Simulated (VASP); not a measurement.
Wanted: the native input for a VASP 6.6.1 run.

- Task: single point
- Functional: PBEsol
- Potentials or basis: VASP PAW PBE potentials, release 64 (Al, N)
- Cutoff: 520 eV
- k mesh: 9 × 9 × 6
- Occupations: gaussian, width 0.02 eV
- Spin: no spin polarisation
- Dipole correction: no
- Further INCAR settings: ALGO = Normal; EDIFF = 1e-07; NBANDS = 16

The structure of AlN lies in POSCAR:

```
AlN
1.0
    3.1138306911      0.0000000029      0.0000000000
   -1.5569153480      2.6966564801      0.0000000000
    0.0000000000      0.0000000000      4.9835578883
Al N
2 2
Direct
    0.3333333333      0.6666666667     -0.0034967538
    0.6666666667      0.3333333333      0.4965032462
    0.3333333333      0.6666666667      0.3784967538
    0.6666666667      0.3333333333      0.8784967538
```

The input as run:

INCAR

```
SYSTEM = AlN
ALGO     = Normal         ! electronic algorithm
EDIFF    = 1E-7           ! SCF threshold, eV
ENCUT    = 520            ! plane-wave cutoff, eV
GGA      = PS             ! functional
ISIF     = 2              ! what is computed and relaxed
ISMEAR   = 0              ! smearing method
LASPH    = .True.         ! aspherical terms in the spheres
LCHARG   = .False.        ! write CHGCAR
LREAL    = .False.        ! projectors in reciprocal space
LWAVE    = .False.        ! write WAVECAR
NBANDS   = 16             ! bands
NELM     = 60             ! most SCF steps
PREC     = Accurate       ! precision mode
SIGMA    = 0.02           ! smearing width, eV
```

KPOINTS

```
k-points
0
Gamma
  9 9 6
  0 0 0
```

Potentials or basis: VASP PAW PBE potentials, release 64 (Al, N).

Launch:

```sh
$ cat potpaw_PBE.64/Al/POTCAR potpaw_PBE.64/N/POTCAR > POTCAR
$ mpirun -np 1 vasp_std > vasp.out
```

It gave:

```yaml
Pressure: 0.0 GPa
Band_gap_on_the_k_mesh: 4.11 eV, direct
```

Caveat: the PAW data sets were made with another functional, which shifts forces and pressure a little.

It took 64 s on 1 thread of AMD EPYC 7R13, on a shared host, peak memory 0.14 GiB.
